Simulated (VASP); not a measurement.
Crystal: Ir.

```
CELL_PARAMETERS angstrom
0.00000 1.91971 1.77707
1.91971 0.00000 1.77707
1.91971 1.91971 0.00000
ATOMIC_POSITIONS crystal
Ir 0.00000 0.00000 0.00000
```

This cell differs from its parent crystal: volume 13.098 Å^3 an atom, c/a of the conventional cell 0.9257.

Base run:

- Program: VASP 6.6.1
- Functional: LDA
- Potentials or basis: VASP PAW LDA potentials, release 64 (Ir)
- Cutoff: 520 eV
- k mesh: 22 × 22 × 22
- Occupations: gaussian, width 0.15 eV
- Spin: no spin polarisation

Its results: pressure 30.5 GPa.

Problem. The run is repeated on the same cell with these changes: potentials or basis from VASP PAW LDA potentials, release 64 (Ir) to VASP PAW LDA potentials, release 64 (Ir_sv_GW); cutoff from 520 eV to 500 eV; further incar settings from ALGO = Normal; EDIFF = 1e-07; NBANDS = 10 to ALGO = Normal; EDIFF = 1e-06; NBANDS = 14; valence electrons from 9 to 17. What comes out?

Solution. Pressure 25.4 GPa.
